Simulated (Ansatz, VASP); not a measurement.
Two plane-wave programs on Si

File POSCAR:

```
Si
1.0
   -3.3772395992      3.3772395992      1.9795369371
    3.3772395992     -3.3772395992      1.9795369371
    3.3772395992      3.3772395992     -1.9795369371
Si
4
Direct
    0.1787531995      0.1787531995      0.3575063991
    0.8212468005      0.8212468005      0.6424936010
    0.1787531995      0.8212468005      0.0000000000
    0.8212468005      0.1787531995      0.0000000000
```

INCAR.step1

```
SYSTEM = Si
ALGO = Normal
EDIFF = 1E-4
ENCUT = 520
GGA = PE
ISMEAR = 0
LASPH = .TRUE.
LCHARG = .FALSE.
LREAL = .FALSE.
LWAVE = .TRUE.
NBANDS = 16
NELM = 60
PREC = Accurate
SIGMA = 0.05
```

File INCAR.step2:

```
SYSTEM = Si
ALGO = Normal
EDIFF = 1E-6
ENCUT = 520
ISIF = 2
ISMEAR = 0
ISTART = 1
LASPH = .TRUE.
LCHARG = .FALSE.
LMIXTAU = .TRUE.
LREAL = .FALSE.
LWAVE = .FALSE.
METAGGA = R2SCAN
NBANDS = 16
NELM = 60
PREC = Accurate
SIGMA = 0.05
```

Contents of KPOINTS:

```
k-points
0
G
  10 10 10
  0 0 0
```

Input for Ansatz:

```yaml
crystal:
  lattice:
    - [-3.3772395992, 3.3772395992, 1.9795369371]
    - [3.3772395992, -3.3772395992, 1.9795369371]
    - [3.3772395992, 3.3772395992, -1.9795369371]
  atoms:
    - { symbol: Si, position: [0.1787531995, 0.1787531995, 0.3575063991] }
    - { symbol: Si, position: [0.8212468005, 0.8212468005, 0.642493601] }
    - { symbol: Si, position: [0.1787531995, 0.8212468005, 0.0] }
    - { symbol: Si, position: [0.8212468005, 0.1787531995, 0.0] }
basis:
  ecutwfc: 500
kpoints:
  mp_grid: { grid: [10, 10, 10] }
hamiltonian:
  xc: r2scan
scf:
  occupations: { method: gaussian, width: 0.05 }
output:
  forces: true
  stress: true
  eigenvalues: true
```

Change from the starting cell: strain +0.015 along x and y, +0.030 along z, atoms carried along.

Alike in both runs: task single point; functional r2SCAN; k mesh 10 × 10 × 10; occupations gaussian, width 0.05 eV; no spin polarisation.

|  | VASP | Ansatz |
| --- | --- | --- |
| version | VASP 6.6.1 | Ansatz 0.2.0 |
| potentials or method | VASP PAW PBE potentials, release 64 (Si), cutoff 520 eV | scalar-relativistic, plane waves, PAW |
| valence electrons in the cell | 16 | 16 |

|  | VASP | Ansatz | Ansatz less VASP |
| --- | --- | --- | --- |
| gap on the k mesh at the Fermi level (eV) | 0.48 | 0.47 | -0.009 |
| least direct gap on the mesh (eV) | 0.48 | 0.47 | -0.009 |
| pressure (GPa) | -4.9 | -4.7 | +0.19 |
| traceless stress, the component that is largest in VASP (GPa) | -1.78 | -1.74 | +0.037 |
| rms of the force components (eV/Å) | 0.027 | 0.027 | +0.0002 |

VASP's potentials were made for PBE, not for r2SCAN. Atom by atom the forces differ by 0.000 eV/Å (rms over components).
